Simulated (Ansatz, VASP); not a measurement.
**AlFe: VASP beside Ansatz**

```
Al Fe
1.0
     2.87471    0.00000    0.00000
     0.00000    2.87471    0.00000
     0.00000    0.00000    2.87471
Al Fe
1 1
Direct
  0.50000 0.50000 0.50000
  0.00000 0.00000 0.00000
```

Alike in both runs: functional PBE; k mesh 20 × 20 × 20; occupations gaussian, width 0.1 eV; collinear spin.

Ansatz relaxed the structure, and its values are those at the end. VASP's run is a single point on that final structure, the one shown.

|  | VASP | Ansatz |
| --- | --- | --- |
| version | VASP 6.6.1 | Ansatz 0.2.0 |
| potentials or method | VASP PAW PBE potentials, release 64 (Al, Fe), cutoff 520 eV | scalar-relativistic, plane waves, PAW |
| valence electrons in the cell | 11 | 19 |

```csv
,VASP,Ansatz,Ansatz less VASP
gap on the k mesh at the Fermi level (eV),none,none,-
pressure (GPa),0.0,0.0,+0.01
net moment per atom (μB),0.35,0.35,+0.002
```

A gap of «none» marks a metal or a gap that the smearing closes. VASP's potentials hold 11 valence electrons a cell and Ansatz's 19, so a difference there can come from the potentials and not from the codes.
